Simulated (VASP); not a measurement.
A run of VASP 6.6.1:

File INCAR:

```
PREC = Accurate
ENCUT = 520
EDIFF = 1E-8
ISMEAR = -1
SIGMA = 0.03
LREAL = F
LASPH = T
NELM = 80
ALGO = Normal
ISIF = 2
LWAVE = F
LCHARG = F
GGA = PE
LEFG = T
NBANDS = 15
```

File KPOINTS:

```
regular mesh
0
Gamma
  7 7 7
```

Contents of POSCAR:

```
RbBr
1.0
    0.0000000000      3.4275000000      3.4275000000
    3.4275000000      0.0000000000      3.4275000000
    3.4275000000      3.4275000000      0.0000000000
Rb Br
1 1
Direct
    0.0000000000      0.0000000000      0.0000000000
    0.5000000000      0.5000000000      0.5000000000
```

Potentials or basis: VASP PAW PBE potentials, release 64 (Rb_sv, Br).

Launch:

```bash
$ cat potpaw_PBE.64/Rb_sv/POTCAR potpaw_PBE.64/Br/POTCAR > POTCAR
$ mpirun -np 1 vasp_std > vasp.out
```

Hardware: 1 thread of Intel(R) Xeon(R) Platinum 8488C (Sapphire Rapids), on a shared host.

Q: How long does it take, and how much memory?

A: Run time: 13 s on 1 thread of Intel(R) Xeon(R) Platinum 8488C (Sapphire Rapids) (shared host), peak memory 0.21 GiB. Counts: scf iterations 15, k points 20.
